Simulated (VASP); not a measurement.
# B (P4_2/mnm) in VASP: density of states with PBE

Aim: the density of states of B with PBE.

All numbers are computed with VASP 6.6.1; they aren't measurements. Logs are shortened: lines on timing, memory, paths and dates and some standing lists are left out, and cuts for length are marked.

### 1 The cell of the first run

Symmetry: P4_2/mnm, No. 136, tetragonal system. Conventional cell: a = 2.978 Å, b = 2.978 Å, c = 2.779 Å, α = 90.00°, β = 90.00°, γ = 90.00°. Within 2.2 Å of B (site symmetry m2m) lie 11 B at 1.66 to 2.15 Å.

### 2 Density of states, PBE

POSCAR reads:

```
B
1.0
    2.9777870542      0.0000000000      0.0000000000
    0.0000000000      2.9777870542      0.0000000000
    0.0000000000      0.0000000000      2.7787072197
B
4
Direct
    0.8029736179      0.1970263821      0.0000000000
    0.1970263821      0.8029736179      0.0000000000
    0.3029736179      0.3029736179      0.5000000000
    0.6970263821      0.6970263821      0.5000000000
```

INCAR.step1 reads:

```
SYSTEM = B
ALGO = Normal ; EDIFF = 1E-7
ENCUT = 520 ; GGA = PE
ISIF = 2 ; ISMEAR = 0
LASPH = .TRUE. ; LCHARG = .TRUE.
LREAL = .FALSE. ; LWAVE = .FALSE.
NBANDS = 14 ; NELM = 60
PREC = Accurate ; SIGMA = 0.1
```

KPOINTS.step1 reads:

```
k-points
0
G
  16 16 16
  0 0 0
```

INCAR.step2 reads:

```
SYSTEM = B
ALGO = Normal ; EDIFF = 1E-7
ENCUT = 520 ; GGA = PE
ICHARG = 11 ; ISIF = 2
ISMEAR = -5 ; LASPH = .TRUE.
LCHARG = .FALSE. ; LORBIT = 11
LREAL = .FALSE. ; LWAVE = .FALSE.
NBANDS = 14 ; NEDOS = 1001
NELM = 60 ; PREC = Accurate
SIGMA = 0.1
```

KPOINTS.step2 reads:

```
k-points
0
G
  24 24 24
  0 0 0
```

Potentials or basis: VASP PAW PBE potentials, release 64 (B).

Launch:

```bash
$ cat potpaw_PBE.64/B/POTCAR > POTCAR
$ cp INCAR.step1 INCAR
$ cp KPOINTS.step1 KPOINTS
$ mpirun -np 1 vasp_std > vasp.out
$ cp INCAR.step2 INCAR
$ cp KPOINTS.step2 KPOINTS
$ mpirun -np 1 vasp_std > vasp.out
```

OUTCAR:

```text
SYSTEM = B
   EDIFF = 1E-7
   ENCUT = 520
   GGA = PE
   ICHARG = 11
   ISIF = 2
   ISMEAR = -5
   LASPH = .TRUE.
   LORBIT = 11
   LREAL = .FALSE.
   NELM = 60
   PREC = Accurate

 ion  position               nearest neighbor table
   1  0.803  0.197  0.000-   2 1.66   3 2.06   4 2.06   3 2.06   4 2.06   4 2.06   4 2.06   3 2.06
                             3 2.06   2 2.15   2 2.15
   2  0.197  0.803  0.000-   1 1.66   3 2.06   4 2.06   3 2.06   4 2.06   3 2.06   3 2.06   4 2.06
                             4 2.06   1 2.15   1 2.15
   3  0.303  0.303  0.500-   4 1.66   2 2.06   1 2.06   1 2.06   2 2.06   2 2.06   2 2.06   1 2.06
                             1 2.06   4 2.15   4 2.15
   4  0.697  0.697  0.500-   3 1.66   2 2.06   1 2.06   1 2.06   2 2.06   1 2.06   1 2.06   2 2.06
                             2 2.06   3 2.15   3 2.15

  LATTYP: Found a simple tetragonal cell.
 ALAT       =     2.9777870542
 C/A-ratio  =     0.9331450400

  Lattice vectors:

 A1 = (   2.9777870542,   0.0000000000,   0.0000000000)
 A2 = (   0.0000000000,   2.9777870542,   0.0000000000)
 A3 = (   0.0000000000,   0.0000000000,   2.7787072197)

Analysis of symmetry for initial positions (statically):
=====================================================================
 Subroutine PRICEL returns:
 Original cell was already a primitive cell.

 Routine SETGRP: Setting up the symmetry group for a
 simple tetragonal supercell.

 Subroutine GETGRP returns: Found 16 space group operations
 (whereof  8 operations were pure point group operations)
 out of a pool of 16 trial point group operations.

The static configuration has the point symmetry D_2h.
 The point group associated with its full space group is D_4h.

Analysis of symmetry for dynamics (positions and initial velocities):
=====================================================================
 Subroutine PRICEL returns:
 Original cell was already a primitive cell.

 Routine SETGRP: Setting up the symmetry group for a
 simple tetragonal supercell.

 Subroutine GETGRP returns: Found 16 space group operations
 (whereof  8 operations were pure point group operations)
 out of a pool of 16 trial point group operations.

The dynamic configuration has the point symmetry D_2h.
 The point group associated with its full space group is D_4h.

 Subroutine INISYM returns: Found 16 space group operations
 (whereof  8 operations are pure point group operations),
 and found     1 'primitive' translations

----------------------------------------------------------------------------------------

                                     Primitive cell

  volume of cell :      24.6394

  direct lattice vectors                    reciprocal lattice vectors
     2.977787054  0.000000000  0.000000000     0.335819849  0.000000000  0.000000000
     0.000000000  2.977787054  0.000000000     0.000000000  0.335819849  0.000000000
     0.000000000  0.000000000  2.778707220     0.000000000  0.000000000  0.359879585

  length of vectors
     2.977787054  2.977787054  2.778707220     0.335819849  0.335819849  0.359879585

  position of ions in fractional coordinates (direct lattice)
     0.802973618  0.197026382  0.000000000
     0.197026382  0.802973618  0.000000000
     0.302973618  0.302973618  0.500000000
     0.697026382  0.697026382  0.500000000

  ion indices of the primitive-cell ions
   primitive index   ion index
                 1           1
                 2           2
                 3           3
                 4           4

----------------------------------------------------------------------------------------

 KPOINTS: k-points

Automatic generation of k-mesh.
 Grid dimensions read from file:
 generate k-points for:   24   24   24

 Generating k-lattice:

  Cartesian coordinates                     Fractional coordinates (reciprocal lattice)
     0.013992494  0.000000000  0.000000000     0.041666667  0.000000000  0.000000000
     0.000000000  0.013992494  0.000000000     0.000000000  0.041666667  0.000000000
     0.000000000  0.000000000  0.014994983     0.000000000  0.000000000  0.041666667

  Length of vectors
     0.013992494  0.013992494  0.014994983

  Shift w.r.t. Gamma in fractional coordinates (k-lattice)
     0.000000000  0.000000000  0.000000000

 TETIRR: Found  20736 inequivalent tetrahedra from    82944

 Subroutine IBZKPT returns following result:
 ===========================================

 Found   1183 irreducible k-points:

 Following reciprocal coordinates:
            Coordinates               Weight
  0.000000  0.000000  0.000000      1.000000
  0.041667  0.000000  0.000000      4.000000
  0.083333  0.000000  0.000000      4.000000
  0.125000  0.000000  0.000000      4.000000
  0.166667  0.000000  0.000000      4.000000
  0.208333  0.000000  0.000000      4.000000
[... 16 lines left out ...]
  0.416667  0.041667  0.000000      8.000000
  0.458333  0.041667  0.000000      8.000000
 [... further k-points ...]
   k-points           NKPTS =   1183   k-points in BZ     NKDIM =   1183   number of bands    NBANDS=     14
   number of dos      NEDOS =   1001   number of ions     NIONS =      4
   total plane-waves  NPLWV =  13824
   dimension x,y,z NGX =    24 NGY =   24 NGZ =   24
   dimension x,y,z NGXF=    48 NGYF=   48 NGZF=   48
   ions per type =               4
   NGX,Y,Z   is equivalent  to a cutoff of  13.40, 13.40, 14.36 a.u.
   NGXF,Y,Z  is equivalent  to a cutoff of  26.80, 26.80, 28.72 a.u.
 SYSTEM =  B
   PREC   = accura    normal or accurate (medium, high low for compatibility)
   ISTART =      0    job   : 0-new  1-cont  2-samecut
   ICHARG =     11    charge: 1-file 2-atom 10-const
   ISPIN  =      1    spin polarized calculation?
   LNONCOLLINEAR =      F non collinear calculations
   LSORBIT =      F    spin-orbit coupling
   LASPH  =      T    aspherical Exc in radial PAW
   ENCUT  =  520.0 eV  38.22 Ry    6.18 a.u.   5.54  5.54  5.17*2*pi/ulx,y,z
   NELM   =     60;   NELMIN=  2; NELMDL=  0     # of ELM steps
   EDIFF  = 0.1E-06   stopping-criterion for ELM
   LREAL  =      F    real-space projection
   EDIFFG = 0.1E-05   stopping-criterion for IOM
   NSW    =      0    number of steps for IOM
   IBRION =     -1    ionic relax: 0-MD 1-quasi-New 2-CG
   NFREE  =      0    steps in history (QN), initial steepest desc. (CG)
   ISIF   =      2    stress and relaxation
   ISYM   =      2    0-nonsym 1-usesym 2-fastsym
   POTIM  = 0.5000    time-step for ionic-motion
   TEBEG  =    0.0;   TEEND  =   0.0 temperature during run
   PSTRESS=    0.0 pullay stress
   NELECT =      12.0000    total number of electrons
   NUPDOWN=      -1.0000    fix difference up-down
   EMIN   =  10.00;   EMAX   =-10.00  energy-range for DOS
   EFERMI =   0.00;   METHOD = LEGACY
   ISMEAR =    -5;   SIGMA  =   0.10  broadening in eV -4-tet -1-fermi 0-gaus
   EFERMI_NEDOS =   21; number of points for ismear=-14 and -15
   IALGO  =     38    algorithm
   IMIX   =      4    mixing-type and parameters
     AMIX     =   0.40;   BMIX     =  1.00
     AMIX_MAG =   1.60;   BMIX_MAG =  1.00
  volume/ion in A,a.u.               =       6.16        41.57
  Fermi-wavevector in a.u.,A,eV,Ry     =   1.288028  2.434020 22.572277  1.659016
  Thomas-Fermi vector in A             =   2.420006
   LORBIT       =     11    0 simple, 1 ext, 2 COOP (PROOUT), +10 PAW based schemes
   GGA     = PE    functional components
   LHFCALC =     F    Hartree Fock is set to
   AEXX    =    0.0000 exact exchange contribution
   IVDW    =     0    specifies the selected vdW correction
   LEPSILON=     F    determine dielectric tensor
   LRPA    =     F    only Hartree local field effects (RPA)
 non-spin polarized calculation
 Fermi weights with tetrahedron method with Bloechl corrections
  energy-cutoff  :      520.00
  volume of cell :       24.64
 maximum number of plane-waves:       691
 NGX is ok and might be reduce to    24

 number of electron      12.0000000 magnetization

 Free energy of the ion-electron system (eV)
  ---------------------------------------------------
  ext. energy  EPLUGINS =         0.00000000
  ---------------------------------------------------
  free energy    TOTEN  =       -22.11372321 eV

  energy without entropy =      -22.11372321  energy(sigma->0) =      -22.11372321

 E-fermi :   9.4826     XC(G=0): -12.7762

 val. band max:        9.5453909691   @ k =   0.3333   0.3333   0.1667
 cond. band min:       9.3990468106   @ k =   0.3333   0.2500   0.5000
 fundamental gap:     -0.1463441585
 Fermi energy:         9.4825540817

 k-point     1 :       0.0000    0.0000    0.0000
  band No.  band energies     occupation
      1      -8.6810      2.00000
      2       1.9054      2.00000
      3       3.3262      2.00000
      4       4.1774      2.00000
      5       7.3656      2.00000
      6       7.3656      2.00000
      7      11.7261      0.00000
      8      13.9071      0.00000
      9      16.6496      0.00000
     10      16.6496      0.00000
     11      17.1205      0.00000
     12      17.1205      0.00000
     13      17.7804      0.00000
     14      20.6498      0.00000

 k-point     2 :       0.0417    0.0000    0.0000
  band No.  band energies     occupation
      1      -8.6576      2.00000
      2       1.8254      2.00000
      3       3.2052      2.00000
      4       4.2048      2.00000
      5       7.3622      2.00000
      6       7.5998      2.00000
      7      11.7525      0.00000
      8      13.8468      0.00000
      9      16.4471      0.00000
     10      16.6725      0.00000
[... 362 lines left out ...]
 k-point    24 :       0.4583    0.0417    0.0000
  band No.  band energies     occupation
      1      -5.8367      2.00000
      2      -4.7273      2.00000
      3       4.8474      2.00000
      4       5.6496      2.00000
      5       7.4876      2.00000
      6       8.7619      2.00842
      7      11.3677      0.00000
      8      11.5437      0.00000
      9      14.1619      0.00000
     10      14.4789      0.00000
     11      18.9005      0.00000
     12      18.9276      0.00000
     13      19.0262      0.00000
     14      19.8679      0.00000

 [... further k-points ...]
[... 5 lines left out ...]
  --------------------------------------------------------------------------------------
  -------------------------------------------------------------------------------------
  Total        0.0044672      0.0044672      0.0229038      0.0000000      0.0000000      0.0000000
  in kB        0.2904773      0.2904773      1.4893231      0.0000000      0.0000000      0.0000000
  external PRESSURE =       0.6900926 kB  Pullay stress =       0.0000000 kB

 VOLUME and BASIS-vectors are now :
 -----------------------------------------------------------------------------
  energy-cutoff  :      520.00
  volume of cell :       24.64
      direct lattice vectors                 reciprocal lattice vectors
     2.977787054  0.000000000  0.000000000     0.335819849  0.000000000  0.000000000
     0.000000000  2.977787054  0.000000000     0.000000000  0.335819849  0.000000000
     0.000000000  0.000000000  2.778707220     0.000000000  0.000000000  0.359879585

 POSITION                                       TOTAL-FORCE (eV/Angst)
 -----------------------------------------------------------------------------------
      2.39108      0.58670      0.00000        -0.000839      0.000839      0.000000
      0.58670      2.39108      0.00000         0.000839     -0.000839      0.000000
      0.90219      0.90219      1.38935        -0.000839     -0.000839      0.000000
      2.07560      2.07560      1.38935         0.000839      0.000839      0.000000
 -----------------------------------------------------------------------------------
    total drift:                               -0.000000      0.000000     -0.000000

  FREE ENERGIE OF THE ION-ELECTRON SYSTEM (eV)
  ---------------------------------------------------
  free  energy   TOTEN  =       -22.1137232143 eV

  energy  without entropy=      -22.1137232143  energy(sigma->0) =      -22.11372321

 total charge

# of ion       s       p       d       tot
------------------------------------------
    1        0.668   1.154   0.000   1.822
    2        0.668   1.154   0.000   1.822
    3        0.668   1.154   0.000   1.822
    4        0.668   1.154   0.000   1.822
--------------------------------------------------
tot          2.672   4.618   0.000   7.290
```

Wall time 3.9 min (1 thread of Intel Xeon 8259CL, shared host); peak memory 0.43 GiB.

What came out:

- Valence electrons inside the program's atomic spheres: B 1.82

Caveat: tetrahedron occupations give inexact forces and stress in metals.
